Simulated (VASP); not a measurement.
# GaSb3 (I4mm) in VASP: single point with PBE+D3(BJ)

Aim: the single point of GaSb3 with PBE+D3(BJ).

Program: VASP 6.6.1. These are calculated values, not measurements. Logs are shortened: lines on timing, memory, paths and dates and some standing lists are left out, and cuts for length are marked.

## Step 1: The cell of the first run

Symmetry: I4mm, No. 107, tetragonal system. Conventional cell: a = 5.159 Å, b = 5.159 Å, c = 7.296 Å, α = 90.00°, β = 90.00°, γ = 90.00°. Within 4.1 Å of Ga (site symmetry 4mm) lie 14 Sb at 3.13 to 3.70 Å. Sb (site symmetry 2mm) has 4 Ga at 3.13 to 3.19 Å and 10 Sb at 3.16 to 3.65 Å within 4.1 Å. Sb (site symmetry 4mm) has 8 Sb at 3.16 Å and 6 Ga at 3.60 to 3.70 Å within 4.2 Å.

## Step 2: Single point, PBE+D3(BJ) (atom 1 (Ga) moved +0.050 Å towards its neighbour atom 4 (Sb) at 3.648 Å)

Input file INCAR:

```
ALGO = Normal
EDIFF = 1E-7
ENCUT = 520
GGA = PE
ISIF = 2
ISMEAR = 0
IVDW = 12
LASPH = T
LCHARG = F
LREAL = F
LWAVE = F
NBANDS = 22
NELM = 80
PREC = Accurate
SIGMA = 0.15
```

Input file KPOINTS:

```
k-points
0
Gamma
  12 12 12
```

Input file POSCAR:

```
GaSb3
1.0
    0.0000000000      3.6478901005      3.6478901005
    3.6478901005      0.0000000000      3.6478901005
    3.6478901005      3.6478901005      0.0000000000
Ga Sb
1 3
Direct
   -0.0068532766     -0.0068532766      0.0068532766
    0.2500000000      0.2500000000      0.2500000000
    0.7500000000      0.7500000000      0.7500000000
    0.5000000000      0.5000000000      0.5000000000
```

Potentials or basis: VASP PAW PBE potentials, release 64 (Ga_d, Sb).

Run with:

```sh
> cat potpaw_PBE.64/Ga_d/POTCAR potpaw_PBE.64/Sb/POTCAR > POTCAR
> mpirun -np 1 vasp_std > vasp.out
```

OUTCAR:

```text
EDIFF = 1E-7
   ENCUT = 520
   GGA = PE
   ISIF = 2
   ISMEAR = 0
   IVDW = 12
   LASPH = T
   LREAL = F
   NELM = 80
   PREC = Accurate
 IVDW          = 12

 ion  position               nearest neighbor table
   1  0.993  0.993  0.007-   3 3.13   3 3.13   2 3.13   2 3.13   3 3.19   2 3.19   3 3.19   2 3.19

   2  0.250  0.250  0.250-   1 3.13   1 3.13   4 3.16   4 3.16   4 3.16   4 3.16   1 3.19   1 3.19
                             3 3.65   3 3.65   3 3.65   3 3.65   3 3.65   3 3.65
   3  0.750  0.750  0.750-   1 3.13   1 3.13   4 3.16   4 3.16   4 3.16   4 3.16   1 3.19   1 3.19
                             2 3.65   2 3.65   2 3.65   2 3.65   2 3.65   2 3.65
   4  0.500  0.500  0.500-   2 3.16   3 3.16   2 3.16   2 3.16   2 3.16   3 3.16   3 3.16   3 3.16

  LATTYP: Found a face centered cubic cell.
 ALAT       =     7.2957802010

  Lattice vectors:

 A1 = (   0.0000000000,   3.6478901005,   3.6478901005)
 A2 = (   3.6478901005,   0.0000000000,   3.6478901005)
 A3 = (   3.6478901005,   3.6478901005,   0.0000000000)

Analysis of symmetry for initial positions (statically):
=====================================================================
 Subroutine PRICEL returns:
 Original cell was already a primitive cell.

 Routine SETGRP: Setting up the symmetry group for a
 face centered cubic supercell.

 Subroutine GETGRP returns: Found  8 space group operations
 (whereof  8 operations were pure point group operations)
 out of a pool of 48 trial point group operations.

The static configuration has the point symmetry C_4v.

Analysis of symmetry for dynamics (positions and initial velocities):
=====================================================================
 Subroutine PRICEL returns:
 Original cell was already a primitive cell.

 Routine SETGRP: Setting up the symmetry group for a
 face centered cubic supercell.

 Subroutine GETGRP returns: Found  8 space group operations
 (whereof  8 operations were pure point group operations)
 out of a pool of 48 trial point group operations.

The dynamic configuration has the point symmetry C_4v.

 Subroutine INISYM returns: Found  8 space group operations
 (whereof  8 operations are pure point group operations),
 and found     1 'primitive' translations

----------------------------------------------------------------------------------------

                                     Primitive cell

  volume of cell :      97.0857

  direct lattice vectors                    reciprocal lattice vectors
     0.000000000  3.647890101  3.647890101    -0.137065533  0.137065533  0.137065533
     3.647890101  0.000000000  3.647890101     0.137065533 -0.137065533  0.137065533
     3.647890101  3.647890101  0.000000000     0.137065533  0.137065533 -0.137065533

  length of vectors
     5.158895654  5.158895654  5.158895654     0.237404467  0.237404467  0.237404467

  position of ions in fractional coordinates (direct lattice)
     0.993146723  0.993146723  0.006853277
     0.250000000  0.250000000  0.250000000
     0.750000000  0.750000000  0.750000000
     0.500000000  0.500000000  0.500000000

  ion indices of the primitive-cell ions
   primitive index   ion index
                 1           1
                 2           2
                 3           3
                 4           4

----------------------------------------------------------------------------------------

 KPOINTS: k-points

Automatic generation of k-mesh.
 Grid dimensions read from file:
 generate k-points for:   12   12   12

 Generating k-lattice:

  Cartesian coordinates                     Fractional coordinates (reciprocal lattice)
    -0.011422128  0.011422128  0.011422128     0.083333333  0.000000000  0.000000000
     0.011422128 -0.011422128  0.011422128     0.000000000  0.083333333  0.000000000
     0.011422128  0.011422128 -0.011422128     0.000000000  0.000000000  0.083333333

  Length of vectors
     0.019783706  0.019783706  0.019783706

  Shift w.r.t. Gamma in fractional coordinates (k-lattice)
     0.000000000  0.000000000  0.000000000

 Subroutine IBZKPT returns following result:
 ===========================================

 Found    163 irreducible k-points:

 Following reciprocal coordinates:
            Coordinates               Weight
  0.000000  0.000000  0.000000      1.000000
  0.083333  0.000000  0.000000      8.000000
  0.166667  0.000000  0.000000      8.000000
  0.250000  0.000000  0.000000      8.000000
  0.333333  0.000000  0.000000      8.000000
  0.416667  0.000000  0.000000      8.000000
[... 16 lines left out ...]
  0.000000 -0.333333  0.083333     16.000000
 -0.250000  0.083333  0.000000      8.000000
 [... further k-points ...]
   k-points           NKPTS =    163   k-points in BZ     NKDIM =    163   number of bands    NBANDS=     22
   number of dos      NEDOS =    301   number of ions     NIONS =      4
   total plane-waves  NPLWV =  64000
   dimension x,y,z NGX =    40 NGY =   40 NGZ =   40
   dimension x,y,z NGXF=    80 NGYF=   80 NGZF=   80
   ions per type =               1   3
   NGX,Y,Z   is equivalent  to a cutoff of  12.89, 12.89, 12.89 a.u.
   NGXF,Y,Z  is equivalent  to a cutoff of  25.78, 25.78, 25.78 a.u.
 SYSTEM =  unknown system
   PREC   = accura    normal or accurate (medium, high low for compatibility)
   ISTART =      0    job   : 0-new  1-cont  2-samecut
   ICHARG =      2    charge: 1-file 2-atom 10-const
   ISPIN  =      1    spin polarized calculation?
   LNONCOLLINEAR =      F non collinear calculations
   LSORBIT =      F    spin-orbit coupling
   LASPH  =      T    aspherical Exc in radial PAW
   ENCUT  =  520.0 eV  38.22 Ry    6.18 a.u.   9.59  9.59  9.59*2*pi/ulx,y,z
   NELM   =     80;   NELMIN=  2; NELMDL= -5     # of ELM steps
   EDIFF  = 0.1E-06   stopping-criterion for ELM
   LREAL  =      F    real-space projection
   EDIFFG = 0.1E-05   stopping-criterion for IOM
   NSW    =      0    number of steps for IOM
   IBRION =     -1    ionic relax: 0-MD 1-quasi-New 2-CG
   NFREE  =      0    steps in history (QN), initial steepest desc. (CG)
   ISIF   =      2    stress and relaxation
   ISYM   =      2    0-nonsym 1-usesym 2-fastsym
   POTIM  = 0.5000    time-step for ionic-motion
   TEBEG  =    0.0;   TEEND  =   0.0 temperature during run
   PSTRESS=    0.0 pullay stress
   NELECT =      28.0000    total number of electrons
   NUPDOWN=      -1.0000    fix difference up-down
   EMIN   =  10.00;   EMAX   =-10.00  energy-range for DOS
   EFERMI =   0.00;   METHOD = LEGACY
   ISMEAR =     0;   SIGMA  =   0.15  broadening in eV -4-tet -1-fermi 0-gaus
   EFERMI_NEDOS =   21; number of points for ismear=-14 and -15
   IALGO  =     38    algorithm
   IMIX   =      4    mixing-type and parameters
     AMIX     =   0.40;   BMIX     =  1.00
     AMIX_MAG =   1.60;   BMIX_MAG =  1.00
  volume/ion in A,a.u.               =      24.27       163.79
  Fermi-wavevector in a.u.,A,eV,Ry     =   1.081623  2.043970 15.917558  1.169908
  Thomas-Fermi vector in A             =   2.217644
   LORBIT       =      0    0 simple, 1 ext, 2 COOP (PROOUT), +10 PAW based schemes
   GGA     = PE    functional components
   LHFCALC =     F    Hartree Fock is set to
   AEXX    =    0.0000 exact exchange contribution
   IVDW    =    12    specifies the selected vdW correction
   LEPSILON=     F    determine dielectric tensor
   LRPA    =     F    only Hartree local field effects (RPA)
 non-spin polarized calculation
 Gauss-broadening in eV      SIGMA  =   0.15
  energy-cutoff  :      520.00
  volume of cell :       97.09
 maximum number of plane-waves:      2685
   NGX = 19   NGY = 19   NGZ = 19

 number of electron      28.0000002 magnetization

 Free energy of the ion-electron system (eV)
  ---------------------------------------------------
  ext. energy  EPLUGINS =         0.00000000
  ---------------------------------------------------
  free energy    TOTEN  =       -14.48703038 eV

  energy without entropy =      -14.46258798  energy(sigma->0) =      -14.47480918

 E-fermi :   8.2563     XC(G=0): -10.4912

 val. band max:        8.2423745740   @ k =   0.4167   0.2500   0.0000
 cond. band min:       8.2775294992   @ k =   0.1667  -0.4167   0.3333
 fundamental gap:      0.0351549251
 Fermi energy:         8.2562508963

 k-point     1 :       0.0000    0.0000    0.0000
  band No.  band energies     occupation
      1      -6.5609      2.00000
      2      -6.5609      2.00000
      3      -6.5609      2.00000
      4      -6.5451      2.00000
      5      -6.5448      2.00000
      6      -4.6670      2.00000
[... 14 lines left out ...]
     21      15.5862      0.00000
     22      15.5887      0.00000

 k-point     2 :       0.0833    0.0000    0.0000
  band No.  band energies     occupation
      1      -6.5614      2.00000
      2      -6.5607      2.00000
      3      -6.5607      2.00000
      4      -6.5452      2.00000
      5      -6.5449      2.00000
      6      -4.6099      2.00000
[... 14 lines left out ...]
     21      15.0326      0.00000
     22      15.4492      0.00000

 k-point     3 :       0.1667    0.0000    0.0000
  band No.  band energies     occupation
      1      -6.5627      2.00000
      2      -6.5602      2.00000
      3      -6.5601      2.00000
      4      -6.5453      2.00000
      5      -6.5450      2.00000
      6      -4.4391      2.00000
[... 14 lines left out ...]
     21      13.8260      0.00000
     22      14.9790      0.00000

 k-point     4 :       0.2500    0.0000    0.0000
  band No.  band energies     occupation
      1      -6.5645      2.00000
      2      -6.5595      2.00000
      3      -6.5594      2.00000
      4      -6.5455      2.00000
      5      -6.5452      2.00000
      6      -4.1572      2.00000
[... 14 lines left out ...]
     21      13.4747      0.00000
     22      14.1762      0.00000

 k-point     5 :       0.3333    0.0000    0.0000
  band No.  band energies     occupation
      1      -6.5666      2.00000
      2      -6.5588      2.00000
      3      -6.5588      2.00000
      4      -6.5457      2.00000
      5      -6.5454      2.00000
      6      -3.7724      2.00000
[... 14 lines left out ...]
     21      13.1030      0.00000
     22      14.6484      0.00000

 k-point     6 :       0.4167    0.0000    0.0000
  band No.  band energies     occupation
      1      -6.5681      2.00000
      2      -6.5584      2.00000
      3      -6.5584      2.00000
      4      -6.5457      2.00000
      5      -6.5454      2.00000
      6      -3.3165      2.00000
[... 14 lines left out ...]
     21      13.5292      0.00000
     22      15.9159      0.00000

 k-point     7 :       0.5000    0.0000    0.0000
  band No.  band energies     occupation
      1      -6.5687      2.00000
      2      -6.5583      2.00000
      3      -6.5582      2.00000
      4      -6.5457      2.00000
      5      -6.5454      2.00000
      6      -3.0067      2.00000
[... 324 lines left out ...]
      6      -3.1197      2.00000
[... 14 lines left out ...]
     21      13.7173      0.00000
     22      16.0588      0.00000

 k-point    21 :       0.0000   -0.4167    0.0833
  band No.  band energies     occupation
      1      -6.5680      2.00000
      2      -6.5588      2.00000
      3      -6.5581      2.00000
      4      -6.5459      2.00000
      5      -6.5456      2.00000
      6      -3.1197      2.00000
[... 14 lines left out ...]
     21      13.7167      0.00000
     22      16.0590      0.00000

 k-point    22 :      -0.3333    0.0833    0.0000
  band No.  band energies     occupation
      1      -6.5668      2.00000
      2      -6.5590      2.00000
      3      -6.5585      2.00000
      4      -6.5457      2.00000
      5      -6.5457      2.00000
      6      -3.5751      2.00000
[... 14 lines left out ...]
     21      13.3254      0.00000
     22      14.8043      0.00000

 k-point    23 :       0.0000   -0.3333    0.0833
  band No.  band energies     occupation
      1      -6.5668      2.00000
      2      -6.5590      2.00000
      3      -6.5585      2.00000
      4      -6.5460      2.00000
      5      -6.5455      2.00000
      6      -3.5751      2.00000
[... 14 lines left out ...]
     21      13.3230      0.00000
     22      14.8029      0.00000

 k-point    24 :      -0.2500    0.0833    0.0000
  band No.  band energies     occupation
      1      -6.5651      2.00000
      2      -6.5593      2.00000
      3      -6.5591      2.00000
      4      -6.5457      2.00000
      5      -6.5455      2.00000
      6      -3.9894      2.00000
[... 14 lines left out ...]
     21      13.7105      0.00000
     22      14.2187      0.00000

 [... further k-points ...]

------------------------ aborting loop because EDIFF is reached ----------------------------------------

 Edisp (eV)   -1.91743

 E8    (eV) :    -0.8850

  FORCE on cell =-STRESS in cart. coord.  units (eV):
  Direction    XX          YY          ZZ          XY          YZ          ZX
  --------------------------------------------------------------------------------------
  -------------------------------------------------------------------------------------
  Total       0.20443     0.20443     0.19532     0.00000     0.00000    -0.00000
  in kB       3.37362     3.37362     3.22329     0.00000     0.00000    -0.00000
  external pressure =        3.32 kB  Pullay stress =        0.00 kB

 VOLUME and BASIS-vectors are now :
 -----------------------------------------------------------------------------
  energy-cutoff  :      520.00
  volume of cell :       97.09
      direct lattice vectors                 reciprocal lattice vectors
     0.000000000  3.647890101  3.647890101    -0.137065533  0.137065533  0.137065533
     3.647890101  0.000000000  3.647890101     0.137065533 -0.137065533  0.137065533
     3.647890101  3.647890101  0.000000000     0.137065533  0.137065533 -0.137065533

 POSITION                                       TOTAL-FORCE (eV/Angst)
 -----------------------------------------------------------------------------------
      3.64789      3.64789      7.24578         0.000000      0.000000      0.089354
      1.82395      1.82395      1.82395         0.000000      0.000000     -0.016363
      5.47184      5.47184      5.47184        -0.000000     -0.000000     -0.016363
      3.64789      3.64789      3.64789         0.000000      0.000000     -0.056628
 -----------------------------------------------------------------------------------
    total drift:                                0.000001      0.000001     -0.000251

  FREE ENERGIE OF THE ION-ELECTRON SYSTEM (eV)
  ---------------------------------------------------
  free  energy   TOTEN  =       -16.4044572791 eV

  energy  without entropy=      -16.3800148802  energy(sigma->0) =      -16.39223608
```

It took 3.3 min on 1 thread of Intel Xeon Platinum 8488C (Sapphire Rapids), shared host; peak memory 0.49 GiB.

Results:

| Quantity | Value |
| --- | --- |
| Free energy | -16.4045 eV |
| Pressure | 0.3 GPa |
| Largest force | 0.089 eV/Å |
| Band gap on the k mesh | zero (band 14 reaches 9.83 eV, above the bottom of band 15 at 5.70 eV) |
| Dispersion energy per atom | -0.479 eV |

Forces in eV/Å, atoms in the order of the input:
```
Ga   0.000  0.000  0.089
Sb   0.000  0.000 -0.016
Sb   0.000  0.000 -0.016
Sb   0.000  0.000 -0.057
```

Caveat: the cell differs from its parent crystal (atom 1 (Ga) moved +0.050 Å towards its neighbour atom 4 (Sb) at 3.648 Å); spin-orbit coupling is left out, which moves the levels of the heavy elements; pairwise dispersion overbinds metals, which lowers pressure and volume.
